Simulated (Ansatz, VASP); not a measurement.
**Ta2N: VASP beside Ansatz**

```
CELL_PARAMETERS angstrom
3.07329 0.00000 0.00000
-1.53665 2.66155 0.00000
0.00000 0.00000 4.89709
ATOMIC_POSITIONS crystal
Ta 0.66667 0.33333 0.74302
Ta 0.33333 0.66667 0.25698
N 0.00000 0.00000 0.00000
```

Alike in both runs: task relaxation of cell and atoms; functional r2SCAN; k mesh 15 × 15 × 10; occupations fermi-dirac, width 0.15 eV; no spin polarisation.

```csv
,VASP,Ansatz
version,VASP 6.6.1,Ansatz 0.2.0
potentials or method,"VASP PAW PBE potentials, release 64 (Ta_pv, N), cutoff 600 eV","scalar-relativistic, plane waves, PAW"
valence electrons in the cell,27,31
```

```tsv
	VASP	Ansatz	Ansatz less VASP
gap on the k mesh at the Fermi level, each at its own relaxed structure (eV)	none	none	-
relaxed volume (Å³/atom)	13.40	13.36	-0.042
relaxed length of the cell vector where the two differ most in proportion (Å)	3.076	3.073	-0.0038
```

VASP's potentials were made for PBE, not for r2SCAN. A gap of «none» marks a metal or a gap that the smearing closes. VASP's potentials hold 27 valence electrons a cell and Ansatz's 31, so a difference there can come from the potentials and not from the codes.

Neither program's run includes spin-orbit coupling.
